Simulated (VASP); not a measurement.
Here is a VASP 6.6.1 calculation.

INCAR

```
SYSTEM = Ta2N
PREC = Accurate
ENCUT = 520
EDIFF = 1E-6
ISMEAR = -1
SIGMA = 0.15
LREAL = .FALSE.
LASPH = .TRUE.
NELM = 100
ALGO = Normal
ISIF = 2
LWAVE = .FALSE.
LCHARG = .FALSE.
NBANDS = 50
```

File KPOINTS:

```
regular mesh
0
G
  12 12 8
  0 0 0
```

The input POSCAR:

```
Ta2N
1.0
    5.2289648623      0.0000000000      0.0000000000
   -2.6144824311      4.5284164062      0.0000000000
    0.0000000000      0.0000000000      4.8859519676
Ta N
6 3
Direct
    0.6669992701      0.6669992701      0.7525787322
    0.0000000000      0.3330007299      0.7525787322
    0.3330007299      0.0000000000      0.7525787322
    0.3330007299      0.3330007299      0.2474212678
    0.0000000000      0.6669992701      0.2474212678
    0.6669992701      0.0000000000      0.2474212678
    0.6666666667      0.3333333333      0.5000000000
    0.3333333333      0.6666666667      0.5000000000
    0.0000000000      0.0000000000      0.0000000000
```

Potentials or basis: VASP PAW LDA potentials, release 64 (Ta_pv, N).

The run is started by

```console
$ cat potpaw_LDA.64/Ta_pv/POTCAR potpaw_LDA.64/N/POTCAR > POTCAR
$ mpirun -np 1 vasp_std > vasp.out
```

(1) Estimate the largest force.

(2) Estimate the band gap on the k mesh.

Results:

(1) 0.015 eV/Å.

(2) zero (an odd number of electrons rules out a gap without spin polarisation).

Caveat: spin-orbit coupling is left out, which moves the levels of the heavy elements.
